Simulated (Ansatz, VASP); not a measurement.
TaN in VASP and in Ansatz

```
Ta N
1.0
     0.00000    2.17427    2.17427
     2.17427    0.00000    2.17427
     2.17427    2.17427    0.00000
Ta N
1 1
Direct
  0.50000 0.50349 0.50000
  0.00000 0.95493 0.00000
```

Change from the starting cell: mode 4 frozen in at -0.098 Å and mode 6 at -0.098 Å (largest displacements).

Alike in both runs: task single point; functional LDA; k mesh 18 × 18 × 18; occupations gaussian, width 0.15 eV; no spin polarisation.

```csv
,VASP,Ansatz
version,VASP 6.6.1,Ansatz 0.2.0
potentials or method,"VASP PAW LDA potentials, release 64 (Ta_pv, N), cutoff 520 eV","scalar-relativistic, plane waves, PAW"
valence electrons in the cell,16,18
```

Ansatz gave:

* gap on the k mesh at the Fermi level (eV): none
* pressure (GPa): 4.0
* traceless stress, the component that is largest in VASP (GPa): -4.18
* rms of the force components (eV/Å): 0.843

Problem. Which values does VASP return?

Solution. gap on the k mesh at the Fermi level (eV): none; pressure (GPa): 6.1; traceless stress, the component that is largest in VASP (GPa): -4.25; rms of the force components (eV/Å): 0.859.

LDA's correlation is that of Perdew and Zunger in VASP and of Perdew and Wang (1992) in Ansatz. Atom by atom the forces differ by 0.016 eV/Å (rms over components). A gap of «none» marks a metal or a gap that the smearing closes. VASP's potentials hold 16 valence electrons a cell and Ansatz's 18, so a difference there can come from the potentials and not from the codes.

Neither program's run includes spin-orbit coupling.
